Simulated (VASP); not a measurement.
# Re in VASP: a series of runs

Re is run at these levels: PBE; tasks: single point.

Program: VASP 6.6.1. These are calculated values, not measurements. Logs are shortened: lines on timing, memory, paths and dates and some standing lists are left out, and cuts for length are marked.

## Step 1: The cell of the first run

The cell holds a wire or tube with vacuum around it, 2 atoms: a = 11.200 Å, b = 9.300 Å, c = 2.416 Å, α = 90.00°, β = 90.00°, γ = 90.00°.

## Step 2: Single point, PBE, collinear spin

INCAR

```
PREC = Accurate
ENCUT = 520
EDIFF = 1E-7
ISMEAR = 0
SIGMA = 0.05
LREAL = False
LASPH = True
NELM = 150
ALGO = Normal
ISIF = 2
LWAVE = False
LCHARG = True
ISPIN = 2
MAGMOM = 1.5 1.5
LORBIT = 11
LMAXMIX = 4
GGA = PE
LELF = True
LVHAR = True
NBANDS = 18
```

KPOINTS

```
Automatic mesh
0
Gamma
  1 1 24
```

POSCAR

```
Re
1.0
   11.2000000000      0.0000000000      0.0000000000
    0.0000000000      9.3000000000      0.0000000000
    0.0000000000      0.0000000000      2.4162720902
Re
2
Direct
    0.4018507108      0.5000000000      0.0000000000
    0.5981492892      0.5000000000      0.5000000000
```

Potentials or basis: VASP PAW PBE potentials, release 64 (Re).

The run is started by

```console
cat potpaw_PBE.64/Re/POTCAR > POTCAR
mpirun -np 1 vasp_std > vasp.out
```

OUTCAR:

```text
PREC = Accurate
   ENCUT = 520
   EDIFF = 1E-7
   ISMEAR = 0
   LREAL = False
   LASPH = True
   NELM = 150
   ISIF = 2
   ISPIN = 2
   LORBIT = 11
   GGA = PE

 ion  position               nearest neighbor table
   1  0.402  0.500  0.000-   2 2.51   2 2.51
   2  0.598  0.500  0.500-   1 2.51   1 2.51

  LATTYP: Found a simple orthorhombic cell.
 ALAT       =     2.4162720902
 B/A-ratio  =     3.8489042843
 C/A-ratio  =     4.6352395682

  Lattice vectors:

 A1 = (   0.0000000000,   0.0000000000,  -2.4162720902)
 A2 = (   0.0000000000,   9.3000000000,   0.0000000000)
 A3 = (  11.2000000000,   0.0000000000,   0.0000000000)

Analysis of symmetry for initial positions (statically):
=====================================================================
 Subroutine PRICEL returns:
 Original cell was already a primitive cell.

 Routine SETGRP: Setting up the symmetry group for a
 simple orthorhombic supercell.

 Subroutine GETGRP returns: Found  8 space group operations
 (whereof  4 operations were pure point group operations)
 out of a pool of  8 trial point group operations.

The static configuration has the point symmetry C_2v.
 The point group associated with its full space group is D_2h.

Analysis of symmetry for dynamics (positions and initial velocities):
=====================================================================
 Subroutine PRICEL returns:
 Original cell was already a primitive cell.

 Routine SETGRP: Setting up the symmetry group for a
 simple orthorhombic supercell.

 Subroutine GETGRP returns: Found  8 space group operations
 (whereof  4 operations were pure point group operations)
 out of a pool of  8 trial point group operations.

The dynamic configuration has the point symmetry C_2v.
 The point group associated with its full space group is D_2h.

Analysis of structural, dynamic, and magnetic symmetry:
=====================================================================
 Subroutine PRICEL returns:
 Original cell was already a primitive cell.

 Routine SETGRP: Setting up the symmetry group for a
 simple orthorhombic supercell.

 Subroutine GETGRP returns: Found  8 space group operations
 (whereof  4 operations were pure point group operations)
 out of a pool of  8 trial point group operations.

The overall configuration has the point symmetry C_2v.
 The point group associated with its full space group is D_2h.

 Subroutine INISYM returns: Found  8 space group operations
 (whereof  4 operations are pure point group operations),
 and found     1 'primitive' translations

----------------------------------------------------------------------------------------

                                     Primitive cell

  volume of cell :     251.6789

  direct lattice vectors                    reciprocal lattice vectors
    11.200000000  0.000000000  0.000000000     0.089285714  0.000000000  0.000000000
     0.000000000  9.300000000  0.000000000     0.000000000  0.107526882  0.000000000
     0.000000000  0.000000000  2.416272090     0.000000000  0.000000000  0.413860676

  length of vectors
    11.200000000  9.300000000  2.416272090     0.089285714  0.107526882  0.413860676

  position of ions in fractional coordinates (direct lattice)
     0.401850711  0.500000000  0.000000000
     0.598149289  0.500000000  0.500000000

  ion indices of the primitive-cell ions
   primitive index   ion index
                 1           1
                 2           2

----------------------------------------------------------------------------------------

 KPOINTS: Automatic mesh

Automatic generation of k-mesh.
 Grid dimensions read from file:
 generate k-points for:    1    1   24

 Generating k-lattice:

  Cartesian coordinates                     Fractional coordinates (reciprocal lattice)
     0.089285714  0.000000000  0.000000000     1.000000000  0.000000000  0.000000000
     0.000000000  0.107526882  0.000000000     0.000000000  1.000000000  0.000000000
     0.000000000  0.000000000  0.017244195     0.000000000  0.000000000  0.041666667

  Length of vectors
     0.089285714  0.107526882  0.017244195

  Shift w.r.t. Gamma in fractional coordinates (k-lattice)
     0.000000000  0.000000000  0.000000000

 Subroutine IBZKPT returns following result:
 ===========================================

 Found     13 irreducible k-points:

 Following reciprocal coordinates:
            Coordinates               Weight
  0.000000  0.000000  0.000000      1.000000
  0.000000  0.000000  0.041667      2.000000
  0.000000  0.000000  0.083333      2.000000
  0.000000  0.000000  0.125000      2.000000
  0.000000  0.000000  0.166667      2.000000
  0.000000  0.000000  0.208333      2.000000
  0.000000  0.000000  0.250000      2.000000
  0.000000  0.000000  0.291667      2.000000
  0.000000  0.000000  0.333333      2.000000
  0.000000  0.000000  0.375000      2.000000
  0.000000  0.000000  0.416667      2.000000
  0.000000  0.000000  0.458333      2.000000
  0.000000  0.000000  0.500000      1.000000
   k-points           NKPTS =     13   k-points in BZ     NKDIM =     13   number of bands    NBANDS=     18
   number of dos      NEDOS =    301   number of ions     NIONS =      2
   total plane-waves  NPLWV = 105840
   dimension x,y,z NGX =    84 NGY =   70 NGZ =   18
   dimension x,y,z NGXF=   168 NGYF=  140 NGZF=   36
   ions per type =               2
   NGX,Y,Z   is equivalent  to a cutoff of  12.47, 12.51, 12.38 a.u.
   NGXF,Y,Z  is equivalent  to a cutoff of  24.94, 25.03, 24.77 a.u.
 SYSTEM =  unknown system
   PREC   = accura    normal or accurate (medium, high low for compatibility)
   ISTART =      0    job   : 0-new  1-cont  2-samecut
   ICHARG =      2    charge: 1-file 2-atom 10-const
   ISPIN  =      2    spin polarized calculation?
   LNONCOLLINEAR =      F non collinear calculations
   LSORBIT =      F    spin-orbit coupling
   LASPH  =      T    aspherical Exc in radial PAW
   ENCUT  =  520.0 eV  38.22 Ry    6.18 a.u.  20.82 17.29  4.49*2*pi/ulx,y,z
   NELM   =    150;   NELMIN=  2; NELMDL= -5     # of ELM steps
   EDIFF  = 0.1E-06   stopping-criterion for ELM
   LREAL  =      F    real-space projection
   EDIFFG = 0.1E-05   stopping-criterion for IOM
   NSW    =      0    number of steps for IOM
   IBRION =     -1    ionic relax: 0-MD 1-quasi-New 2-CG
   NFREE  =      0    steps in history (QN), initial steepest desc. (CG)
   ISIF   =      2    stress and relaxation
   ISYM   =      2    0-nonsym 1-usesym 2-fastsym
   POTIM  = 0.5000    time-step for ionic-motion
   TEBEG  =    0.0;   TEEND  =   0.0 temperature during run
   PSTRESS=    0.0 pullay stress
   NELECT =      14.0000    total number of electrons
   NUPDOWN=      -1.0000    fix difference up-down
   EMIN   =  10.00;   EMAX   =-10.00  energy-range for DOS
   EFERMI =   0.00;   METHOD = LEGACY
   ISMEAR =     0;   SIGMA  =   0.05  broadening in eV -4-tet -1-fermi 0-gaus
   EFERMI_NEDOS =   21; number of points for ismear=-14 and -15
   IALGO  =     38    algorithm
   IMIX   =      4    mixing-type and parameters
     AMIX     =   0.40;   BMIX     =  1.00
     AMIX_MAG =   1.60;   BMIX_MAG =  1.00
  volume/ion in A,a.u.               =     125.84       849.21
  Fermi-wavevector in a.u.,A,eV,Ry     =   0.624936  1.180957  5.313680  0.390544
  Thomas-Fermi vector in A             =   1.685666
   LORBIT       =     11    0 simple, 1 ext, 2 COOP (PROOUT), +10 PAW based schemes
   GGA     = PE    functional components
   LHFCALC =     F    Hartree Fock is set to
   AEXX    =    0.0000 exact exchange contribution
   IVDW    =     0    specifies the selected vdW correction
   LEPSILON=     F    determine dielectric tensor
   LRPA    =     F    only Hartree local field effects (RPA)
 spin polarized calculation
 Gauss-broadening in eV      SIGMA  =   0.05
  energy-cutoff  :      520.00
  volume of cell :      251.68
 maximum number of plane-waves:      6831
 NGX is ok and might be reduce to    84
   NGX = 41   NGY = 35   NGZ =  9

 number of electron      13.9999999 magnetization       0.2090823

 Free energy of the ion-electron system (eV)
  ---------------------------------------------------
  ext. energy  EPLUGINS =         0.00000000
  ---------------------------------------------------
  free energy    TOTEN  =       -17.29347149 eV

  energy without entropy =      -17.28930219  energy(sigma->0) =      -17.29138684

 E-fermi :  -3.1928     XC(G=0):  -3.2601

 val. band max:       -3.2026491351   @ k =   0.0000   0.0000   0.4167
 cond. band min:      -3.1552157889   @ k =   0.0000   0.0000   0.2500
 fundamental gap:      0.0474333462
 Fermi energy:        -3.1927697177

 spin component 1

 k-point     1 :       0.0000    0.0000    0.0000
  band No.  band energies     occupation
      1      -9.9235      1.00000
      2      -9.5308      1.00000
      3      -6.4543      1.00000
      4      -6.1119      1.00000
      5      -5.3838      1.00000
      6      -4.2706      1.00000
[... 10 lines left out ...]
     17       2.0940      0.00000
     18       2.3023      0.00000

 k-point     2 :       0.0000    0.0000    0.0417
  band No.  band energies     occupation
      1      -9.8135      1.00000
      2      -9.4005      1.00000
      3      -6.4327      1.00000
      4      -6.0627      1.00000
      5      -5.3591      1.00000
      6      -4.2834      1.00000
[... 10 lines left out ...]
     17       2.2444      0.00000
     18       2.3509      0.00000

 k-point     3 :       0.0000    0.0000    0.0833
  band No.  band energies     occupation
      1      -9.4958      1.00000
      2      -9.0161      1.00000
      3      -6.3701      1.00000
      4      -5.9127      1.00000
      5      -5.2862      1.00000
      6      -4.4026      1.00000
[... 181 lines left out ...]
 k-point    12 :       0.0000    0.0000    0.4583
  band No.  band energies     occupation
      1      -8.2440      1.00000
      2      -8.2034      1.00000
      3      -6.9461      1.00000
      4      -6.8668      1.00000
      5      -3.0237      0.00000
      6      -2.7479      0.00000
[... 10 lines left out ...]
     17       6.8123      0.00000
     18       7.2558      0.00000

 k-point    13 :       0.0000    0.0000    0.5000
  band No.  band energies     occupation
      1      -8.2724      1.00000
      2      -8.2724      1.00000
      3      -6.9607      1.00000
      4      -6.9607      1.00000
      5      -2.7264      0.00000
      6      -2.7264      0.00000
[... 10 lines left out ...]
     17       7.3521      0.00000
     18       7.3521      0.00000
 Fermi energy:        -3.1927697177

 spin component 2

 k-point     1 :       0.0000    0.0000    0.0000
  band No.  band energies     occupation
      1      -9.9086      1.00000
      2      -9.5163      1.00000
      3      -6.3598      1.00000
      4      -6.0638      1.00000
      5      -5.3530      1.00000
      6      -4.1792      1.00000
[... 10 lines left out ...]
     17       2.1140      0.00000
     18       2.3406      0.00000

 k-point     2 :       0.0000    0.0000    0.0417
  band No.  band energies     occupation
      1      -9.7984      1.00000
      2      -9.3860      1.00000
      3      -6.3385      1.00000
      4      -6.0152      1.00000
      5      -5.3279      1.00000
      6      -4.1917      1.00000
[... 10 lines left out ...]
     17       2.2709      0.00000
     18       2.3891      0.00000

 k-point     3 :       0.0000    0.0000    0.0833
  band No.  band energies     occupation
      1      -9.4801      1.00000
      2      -9.0015      1.00000
      3      -6.2773      1.00000
      4      -5.8672      1.00000
      5      -5.2538      1.00000
      6      -4.3192      1.00000
[... 181 lines left out ...]
 k-point    12 :       0.0000    0.0000    0.4583
  band No.  band energies     occupation
      1      -8.2144      1.00000
      2      -8.1762      1.00000
      3      -6.9101      1.00000
      4      -6.8289      1.00000
      5      -2.8890      0.00000
      6      -2.7024      0.00000
[... 10 lines left out ...]
     17       6.8230      0.00000
     18       7.3033      0.00000

 k-point    13 :       0.0000    0.0000    0.5000
  band No.  band energies     occupation
      1      -8.2439      1.00000
      2      -8.2439      1.00000
      3      -6.9240      1.00000
      4      -6.9240      1.00000
      5      -2.5885      0.00000
      6      -2.5885      0.00000
[... 10 lines left out ...]
     17       7.3733      0.00000
     18       7.3733      0.00000

------------------------ aborting loop because EDIFF is reached ----------------------------------------

  FORCE on cell =-STRESS in cart. coord.  units (eV):
  Direction    XX          YY          ZZ          XY          YZ          ZX
  --------------------------------------------------------------------------------------
  -------------------------------------------------------------------------------------
  Total       -0.1797335     -0.0428456     -0.7094668      0.0000000      0.0000000      0.0000000
  in kB       -1.1441759     -0.2727531     -4.5164360      0.0000000      0.0000000      0.0000000
  external PRESSURE =      -1.9777884 kB  Pullay stress =       0.0000000 kB

 VOLUME and BASIS-vectors are now :
 -----------------------------------------------------------------------------
  energy-cutoff  :      520.00
  volume of cell :      251.68
      direct lattice vectors                 reciprocal lattice vectors
    11.200000000  0.000000000  0.000000000     0.089285714  0.000000000  0.000000000
     0.000000000  9.300000000  0.000000000     0.000000000  0.107526882  0.000000000
     0.000000000  0.000000000  2.416272090     0.000000000  0.000000000  0.413860676

 POSITION                                       TOTAL-FORCE (eV/Angst)
 -----------------------------------------------------------------------------------
      4.50073      4.65000      0.00000         0.089936      0.000000      0.000000
      6.69927      4.65000      1.20814        -0.089936      0.000000      0.000000
 -----------------------------------------------------------------------------------
    total drift:                               -0.000000      0.000000      0.000000

  FREE ENERGIE OF THE ION-ELECTRON SYSTEM (eV)
  ---------------------------------------------------
  free  energy   TOTEN  =       -17.2934714927 eV

  energy  without entropy=      -17.2893021932  energy(sigma->0) =      -17.29138684

 total charge

# of ion       s       p       d       tot
------------------------------------------
    1        0.697   0.351   4.925   5.973
    2        0.697   0.351   4.925   5.973
--------------------------------------------------
tot          1.394   0.702   9.850  11.946

 magnetization (x)

# of ion       s       p       d       tot
------------------------------------------
    1        0.001   0.004   0.074   0.079
    2        0.001   0.004   0.074   0.079
--------------------------------------------------
tot          0.003   0.007   0.148   0.158
```

Run time: 3.1 min. Hardware: 1 thread of AMD EPYC 9R45 (Zen 5), shared host; peak memory 0.41 GiB.

Results:

* Free energy: -17.2935 eV
* Largest force: 0.090 eV/Å
* Net moment: 0.21 μB per cell
* Site moments: Re +0.08 μB
* Valence electrons inside the program's atomic spheres: Re 5.97

Forces in eV/Å, atoms in the order of the input:
```
Re   0.090  0.000  0.000
Re  -0.090  0.000  0.000
```

Levels at points of the mesh, in eV from the Fermi level:
Spin up:
```tsv
k point	band 6	band 7	band 8	band 9	band 10	band 11
(0.00, 0.00, 0.00)	-1.08	-0.10	-0.07	0.83	1.33	1.99
(0.00, 0.00, 0.50)	0.47	0.63	0.63	1.24	1.24	5.44
```
Spin down:
```
           k point  band 5  band 6  band 7  band 8  band 9  band 10
(0.00, 0.00, 0.00)   -2.16   -0.99   -0.07    0.09    0.86     1.39
(0.00, 0.00, 0.50)    0.60    0.60    0.68    0.68    1.31     1.31
```

Caveat: a moment this small can come from the mesh or the smearing; spin-orbit coupling is left out, which moves the levels of the heavy elements.

(Part 1 of 2 ends here.)
